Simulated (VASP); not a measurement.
The system is MgO.

```
Mg O
1.0
     2.97833    0.00000    0.00000
     0.00000    2.97833    0.00000
     0.00000    0.00000    4.21200
Mg O
2 2
Direct
  0.00000 0.00000 0.00000
  0.50000 0.50000 0.50000
  0.50000 0.50000 0.00000
  0.00000 0.00000 0.50000
```

```yaml
Program: VASP 6.6.1
Task: relaxation of cell and atoms
Functional: PBE
Potentials_or_basis: VASP PAW PBE potentials, release 64 (Mg, O)
Cutoff: 600 eV
k_mesh: 8 × 8 × 6
Occupations: gaussian, width 0.01 eV
Spin: no spin polarisation
```

At the start: pressure 3.7 GPa; volume 9.34 Å³/atom.

How do energy, volume and symmetry change on relaxing?

Over 3 steps the energy falls by 2.5 meV/atom and the volume is 9.56 Å³/atom (+2.4 %); space group Fm-3m (No. 225, to 0.05 Å).

The path:
```tsv
step	energy change (eV)	largest force (eV/Å)	pressure (GPa)	volume (Å³)
1	0.0000	0.0000	3.73	37.36
2	-0.0089	0.0000	-1.18	38.55
3	-0.0100	0.0000	0.01	38.24
```

Final structure:
```cif
data_structure
_symmetry_space_group_name_H-M 'P 1'
_symmetry_Int_Tables_number 1
_cell_length_a 3.0016
_cell_length_b 3.0016
_cell_length_c 4.2449
_cell_angle_alpha 90.000
_cell_angle_beta 90.000
_cell_angle_gamma 90.000
_cell_volume 38.24
loop_
_atom_site_label
_atom_site_type_symbol
_atom_site_fract_x
_atom_site_fract_y
_atom_site_fract_z
_atom_site_occupancy
Mg1 Mg 0.00000 0.00000 0.00000 1
Mg2 Mg 0.50000 0.50000 0.50000 1
O1 O 0.50000 0.50000 0.00000 1
O2 O 0.00000 0.00000 0.50000 1
```
